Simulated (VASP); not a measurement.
Runs of VASP 6.6.1 on AlFe. It takes space group Pm-3m (No. 221, cubic). The conventional cell has a = 2.910 Å, b = 2.910 Å, c = 2.910 Å, α = 90.00°, β = 90.00°, γ = 90.00°. Within 3.3 Å of Al (site symmetry m-3m) lie 8 Fe at 2.52 Å and 6 Al at 2.91 Å. Within 3.3 Å of Fe (site symmetry m-3m) lie 8 Al at 2.52 Å and 6 Fe at 2.91 Å. 

| spin | fixed moment (μB) | pressure (GPa) | moment (μB) |
| --- | --- | --- | --- |
| collinear, ferromagnetic start | 3.2 | 15.2 | 3.20 |
| collinear, ferromagnetic start | 4.2 | (a) | 4.20 |
| collinear, zero start | 0.0 | -12.0 | 0.00 |
| collinear, ferrimagnetic start | 1.1 | (b) | 1.10 |
| collinear, ferrimagnetic start | 2.1 | 1.0 | 2.10 |

Alike in all rows: task single point; level PBEsol; potentials or basis VASP PAW PBE potentials, release 64 (Al, Fe); cell as given; k mesh 9 × 9 × 9; cutoff (eV) 520; smearing gaussian 0.15 eV.

Problem. Estimate the missing entries.

Solution. (a) 35.1; (b) -8.4.

Caveats: the PAW data sets were made with another functional, which shifts forces and pressure a little; the total moment is fixed, so each spin has its own Fermi level.
